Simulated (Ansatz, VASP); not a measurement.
## TePb: VASP beside Ansatz

```xyz
2
Lattice="0.0000 3.2141 3.2141 3.2141 0.0000 3.2141 3.2141 3.2141 0.0000" Properties=species:S:1:pos:R:3 pbc="T T T"
Pb    3.2141    3.2141    3.2141
Te    0.0000    0.0000    0.0000
```

Alike in both runs: task single point; functional PBE; dispersion D4; k mesh 6 × 6 × 6; occupations gaussian, width 0.05 eV; no spin polarisation.

|  | VASP | Ansatz |
| --- | --- | --- |
| version | VASP 6.6.1 | Ansatz 0.2.0 |
| potentials or method | VASP PAW PBE potentials, release 64 (Pb_d, Te), cutoff 500 eV | scalar-relativistic, plane waves, PAW |
| valence electrons in the cell | 20 | 30 |

|  | VASP | Ansatz | Ansatz less VASP |
| --- | --- | --- | --- |
| gap on the k mesh at the Fermi level (eV) | 0.70 | 0.70 | -0.005 |
| least direct gap on the mesh (eV) | 0.70 | 0.70 | -0.005 |
| pressure (GPa) | 0.8 | 0.9 | +0.06 |

VASP's potentials hold 20 valence electrons a cell and Ansatz's 30, so a difference there can come from the potentials and not from the codes.

Neither program's run includes spin-orbit coupling.
